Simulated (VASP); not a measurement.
# In (I4/mmm) in VASP: notebook

In is run at these levels: r2SCAN; tasks: single point.

Everything below comes from runs of VASP 6.6.1. Logs are shortened: lines on timing, memory, paths and dates and some standing lists are left out, and cuts for length are marked.

### 1 The cell of the first run

It takes space group I4/mmm (No. 139, tetragonal). The conventional cell has a = 3.251 Å, b = 3.251 Å, c = 4.947 Å, α = 90.00°, β = 90.00°, γ = 90.00°. In (site symmetry 4/mmm) has 12 In at 3.25 to 3.38 Å within 4.3 Å.

### 2 Single point, r2SCAN

The input, POSCAR:

```
In
1.0
   -1.6254700000      1.6254700000      2.4737000000
    1.6254700000     -1.6254700000      2.4737000000
    1.6254700000      1.6254700000     -2.4737000000
In
1
Direct
    0.0000000000      0.0000000000      0.0000000000
```

The input, INCAR.step1:

```
ALGO = Normal ; EDIFF = 1E-4
ENCUT = 520 ; GGA = PE
ISMEAR = -1 ; LASPH = T
LCHARG = F ; LREAL = F
LWAVE = T ; NBANDS = 12
NELM = 100 ; PREC = Accurate
SIGMA = 0.05
```

The input, INCAR.step2:

```
ALGO = Normal ; EDIFF = 1E-6
ENCUT = 520 ; ISIF = 2
ISMEAR = -1 ; ISTART = 1
LASPH = T ; LCHARG = T
LELF = T ; LMIXTAU = T
LREAL = F ; LVHAR = T
LWAVE = F ; METAGGA = R2SCAN
NBANDS = 12 ; NELM = 100
PREC = Accurate ; SIGMA = 0.05
```

The input, KPOINTS:

```
k-points
0
Gamma
  11 11 11
```

Potentials or basis: VASP PAW PBE potentials, release 64 (In_d).

The run is started by

```bash
$ cat potpaw_PBE.64/In_d/POTCAR > POTCAR
$ cp INCAR.step1 INCAR
$ mpirun -np 1 vasp_std > vasp.out
$ cp INCAR.step2 INCAR
$ mpirun -np 1 vasp_std > vasp.out
```

OUTCAR:

```text
EDIFF = 1E-6
   ENCUT = 520
   ISIF = 2
   ISMEAR = -1
   ISTART = 1
   LASPH = T
   LREAL = F
   METAGGA = R2SCAN
   NELM = 100
   PREC = Accurate

 ion  position               nearest neighbor table
   1  0.000  0.000  0.000-

  LATTYP: Found a body centered tetragonal cell.
 ALAT       =     3.2509400000
 C/A-ratio  =     1.5218367611

  Lattice vectors:

 A1 = (  -1.6254700000,   1.6254700000,   2.4737000000)
 A2 = (   1.6254700000,  -1.6254700000,   2.4737000000)
 A3 = (   1.6254700000,   1.6254700000,  -2.4737000000)

Analysis of symmetry for initial positions (statically):
=====================================================================
 Subroutine PRICEL returns:
 Original cell was already a primitive cell.

 Routine SETGRP: Setting up the symmetry group for a
 body centered tetragonal supercell.

 Subroutine GETGRP returns: Found 16 space group operations
 (whereof 16 operations were pure point group operations)
 out of a pool of 16 trial point group operations.

The static configuration has the point symmetry D_4h.

Analysis of symmetry for dynamics (positions and initial velocities):
=====================================================================
 Subroutine PRICEL returns:
 Original cell was already a primitive cell.

 Routine SETGRP: Setting up the symmetry group for a
 body centered tetragonal supercell.

 Subroutine GETGRP returns: Found 16 space group operations
 (whereof 16 operations were pure point group operations)
 out of a pool of 16 trial point group operations.

The dynamic configuration has the point symmetry D_4h.

 Subroutine INISYM returns: Found 16 space group operations
 (whereof 16 operations are pure point group operations),
 and found     1 'primitive' translations

----------------------------------------------------------------------------------------

                                     Primitive cell

  volume of cell :      26.1436

  direct lattice vectors                    reciprocal lattice vectors
    -1.625470000  1.625470000  2.473700000     0.000000000  0.307603339  0.202126369
     1.625470000 -1.625470000  2.473700000     0.307603339  0.000000000  0.202126369
     1.625470000  1.625470000 -2.473700000     0.307603339  0.307603339  0.000000000

  length of vectors
     3.376906444  3.376906444  3.376906444     0.368069129  0.368069129  0.435016814

  position of ions in fractional coordinates (direct lattice)
     0.000000000  0.000000000  0.000000000

  ion indices of the primitive-cell ions
   primitive index   ion index
                 1           1

----------------------------------------------------------------------------------------

 KPOINTS: k-points

Automatic generation of k-mesh.
 Grid dimensions read from file:
 generate k-points for:   11   11   11

 Generating k-lattice:

  Cartesian coordinates                     Fractional coordinates (reciprocal lattice)
     0.000000000  0.027963940  0.018375124     0.090909091  0.000000000 -0.000000000
     0.027963940  0.000000000  0.018375124     0.000000000  0.090909091 -0.000000000
     0.027963940  0.027963940  0.000000000     0.000000000  0.000000000  0.090909091

  Length of vectors
     0.033460830  0.033460830  0.039546983

  Shift w.r.t. Gamma in fractional coordinates (k-lattice)
     0.000000000  0.000000000  0.000000000

 Subroutine IBZKPT returns following result:
 ===========================================

 Found    126 irreducible k-points:

 Following reciprocal coordinates:
            Coordinates               Weight
  0.000000  0.000000  0.000000      1.000000
  0.090909  0.000000 -0.000000      8.000000
  0.181818  0.000000 -0.000000      8.000000
  0.272727  0.000000 -0.000000      8.000000
  0.363636  0.000000 -0.000000      8.000000
  0.454545  0.000000 -0.000000      8.000000
[... 16 lines left out ...]
 -0.272727  0.181818 -0.000000     16.000000
 -0.181818  0.181818  0.000000      4.000000
 [... further k-points ...]
   k-points           NKPTS =    126   k-points in BZ     NKDIM =    126   number of bands    NBANDS=     12
   number of dos      NEDOS =    301   number of ions     NIONS =      1
   total plane-waves  NPLWV =  21952
   dimension x,y,z NGX =    28 NGY =   28 NGZ =   28
   dimension x,y,z NGXF=    56 NGYF=   56 NGZF=   56
   ions per type =               1
   NGX,Y,Z   is equivalent  to a cutoff of  13.78, 13.78, 13.78 a.u.
   NGXF,Y,Z  is equivalent  to a cutoff of  27.57, 27.57, 27.57 a.u.
 SYSTEM =  unknown system
   PREC   = accura    normal or accurate (medium, high low for compatibility)
   ISTART =      1    job   : 0-new  1-cont  2-samecut
   ICHARG =      0    charge: 1-file 2-atom 10-const
   ISPIN  =      1    spin polarized calculation?
   LNONCOLLINEAR =      F non collinear calculations
   LSORBIT =      F    spin-orbit coupling
   LASPH  =      T    aspherical Exc in radial PAW
   ENCUT  =  520.0 eV  38.22 Ry    6.18 a.u.   6.28  6.28  6.28*2*pi/ulx,y,z
   NELM   =    100;   NELMIN=  2; NELMDL=  0     # of ELM steps
   EDIFF  = 0.1E-05   stopping-criterion for ELM
   LREAL  =      F    real-space projection
   EDIFFG = 0.1E-04   stopping-criterion for IOM
   NSW    =      0    number of steps for IOM
   IBRION =     -1    ionic relax: 0-MD 1-quasi-New 2-CG
   NFREE  =      0    steps in history (QN), initial steepest desc. (CG)
   ISIF   =      2    stress and relaxation
   ISYM   =      2    0-nonsym 1-usesym 2-fastsym
   POTIM  = 0.5000    time-step for ionic-motion
   TEBEG  =    0.0;   TEEND  =   0.0 temperature during run
   PSTRESS=    0.0 pullay stress
   NELECT =      13.0000    total number of electrons
   NUPDOWN=      -1.0000    fix difference up-down
   EMIN   =  10.00;   EMAX   =-10.00  energy-range for DOS
   EFERMI =   0.00;   METHOD = LEGACY
   ISMEAR =    -1;   SIGMA  =   0.05  broadening in eV -4-tet -1-fermi 0-gaus
   EFERMI_NEDOS =   21; number of points for ismear=-14 and -15
   IALGO  =     38    algorithm
   IMIX   =      4    mixing-type and parameters
     AMIX     =   0.40;   BMIX     =  1.00
     AMIX_MAG =   1.60;   BMIX_MAG =  1.00
  volume/ion in A,a.u.               =      26.14       176.43
  Fermi-wavevector in a.u.,A,eV,Ry     =   1.296983  2.450943 22.887245  1.682165
  Thomas-Fermi vector in A             =   2.428405
   LORBIT       =      0    0 simple, 1 ext, 2 COOP (PROOUT), +10 PAW based schemes
   METAGGA = R2SCAN    functional components
   LHFCALC =     F    Hartree Fock is set to
   AEXX    =    0.0000 exact exchange contribution
   IVDW    =     0    specifies the selected vdW correction
   LEPSILON=     F    determine dielectric tensor
   LRPA    =     F    only Hartree local field effects (RPA)
 non-spin polarized calculation
  energy-cutoff  :      520.00
  volume of cell :       26.14
 maximum number of plane-waves:       718
 NGX is ok and might be reduce to    28
   NGX = 13   NGY = 13   NGZ = 13

 number of electron      13.0000006 magnetization

 Free energy of the ion-electron system (eV)
  ---------------------------------------------------
  ext. energy  EPLUGINS =         0.00000000
  ---------------------------------------------------
  free energy    TOTEN  =       -22.57276718 eV

  energy without entropy =      -22.56953853  energy(sigma->0) =      -22.57115285

 E-fermi :   7.5363     XC(G=0): -11.0804

 val. band max:        7.4643474882   @ k =  -0.4545   0.4545   0.2727
 cond. band min:       7.5565842834   @ k =   0.3636   0.2727   0.1818
 fundamental gap:      0.0922367952
 Fermi energy:         7.5363240717

 k-point     1 :       0.0000    0.0000    0.0000
  band No.  band energies     occupation
      1      -7.8124      2.00000
      2      -7.7005      2.00000
      3      -7.7005      2.00000
      4      -7.6178      2.00000
      5      -7.5037      2.00000
      6      -2.5492      2.00000
      7      18.6565      0.00000
      8      18.6565      0.00000
      9      18.8804      0.00000
     10      19.6835      0.00000
     11      21.9868      0.00000
     12      22.2124      0.00000

 k-point     2 :       0.0909    0.0000   -0.0000
  band No.  band energies     occupation
      1      -7.7993      2.00000
      2      -7.7019      2.00000
      3      -7.6871      2.00000
      4      -7.6144      2.00000
      5      -7.5090      2.00000
      6      -2.3578      2.00000
      7      16.5332      0.00000
      8      18.3140      0.00000
      9      18.4150      0.00000
     10      19.4913      0.00000
     11      22.5653      0.00000
     12      22.7320      0.00000

 k-point     3 :       0.1818    0.0000   -0.0000
  band No.  band energies     occupation
      1      -7.7795      2.00000
      2      -7.7130      2.00000
      3      -7.6595      2.00000
      4      -7.5846      2.00000
      5      -7.5143      2.00000
      6      -1.7768      2.00000
      7      13.2308      0.00000
      8      17.3891      0.00000
      9      17.9582      0.00000
     10      19.4551      0.00000
     11      21.4531      0.00000
     12      23.9761      0.00000
[... 286 lines left out ...]
 k-point    23 :      -0.2727    0.1818   -0.0000
  band No.  band energies     occupation
      1      -7.8015      2.00000
      2      -7.6659      2.00000
      3      -7.6115      2.00000
      4      -7.5858      2.00000
      5      -7.4920      2.00000
      6      -0.7322      2.00000
      7      12.4651      0.00000
      8      14.3547      0.00000
      9      15.7040      0.00000
     10      17.5303      0.00000
     11      18.6198      0.00000
     12      24.4522      0.00000

 k-point    24 :      -0.1818    0.1818    0.0000
  band No.  band energies     occupation
      1      -7.7761      2.00000
      2      -7.6722      2.00000
      3      -7.6227      2.00000
      4      -7.6167      2.00000
      5      -7.5292      2.00000
      6      -1.4736      2.00000
      7      15.0142      0.00000
      8      15.3441      0.00000
      9      16.1728      0.00000
     10      17.2115      0.00000
     11      19.6928      0.00000
     12      24.9461      0.00000

 [... further k-points ...]
[... 5 lines left out ...]
  --------------------------------------------------------------------------------------
  -------------------------------------------------------------------------------------
  Total        0.0654274      0.0654274     -0.0055177      0.0000000     -0.0000000      0.0000000
  in kB        4.0096423      4.0096423     -0.3381449      0.0000000     -0.0000000      0.0000000
  external PRESSURE =       2.5603799 kB  Pullay stress =       0.0000000 kB

 VOLUME and BASIS-vectors are now :
 -----------------------------------------------------------------------------
  energy-cutoff  :      520.00
  volume of cell :       26.14
      direct lattice vectors                 reciprocal lattice vectors
    -1.625470000  1.625470000  2.473700000     0.000000000  0.307603339  0.202126369
     1.625470000 -1.625470000  2.473700000     0.307603339  0.000000000  0.202126369
     1.625470000  1.625470000 -2.473700000     0.307603339  0.307603339  0.000000000

 POSITION                                       TOTAL-FORCE (eV/Angst)
 -----------------------------------------------------------------------------------
      0.00000      0.00000      0.00000        -0.000000     -0.000000      0.000000
 -----------------------------------------------------------------------------------
    total drift:                               -0.000000     -0.000000     -0.000000

  FREE ENERGIE OF THE ION-ELECTRON SYSTEM (eV)
  ---------------------------------------------------
  free  energy   TOTEN  =       -22.5727671774 eV

  energy  without entropy=      -22.5695385322  energy(sigma->0) =      -22.57115285
```

Wall time 3.3 min (1 thread of Intel Xeon Platinum 8259CL at 2.50GHz (Skylake/Cascade Lake), shared host); peak memory 0.19 GiB.

Results:

```
Free energy : -22.5728 eV
Pressure    : 0.3 GPa
```

Levels at points of the mesh, in eV from the Fermi level:
| k point | band 2 | band 3 | band 4 | band 5 | band 6 | band 7 | band 8 | band 9 | band 10 | band 11 |
| --- | --- | --- | --- | --- | --- | --- | --- | --- | --- | --- |
| (0.00, 0.00, 0.00) | -15.24 | -15.24 | -15.15 | -15.04 | -10.09 | 11.12 | 11.12 | 11.34 | 12.15 | 14.45 |

Caveat: the PAW data sets were made with another functional, which shifts forces and pressure a little; spin-orbit coupling is left out, which moves the levels of the heavy elements.

[end of part 1 of 2]
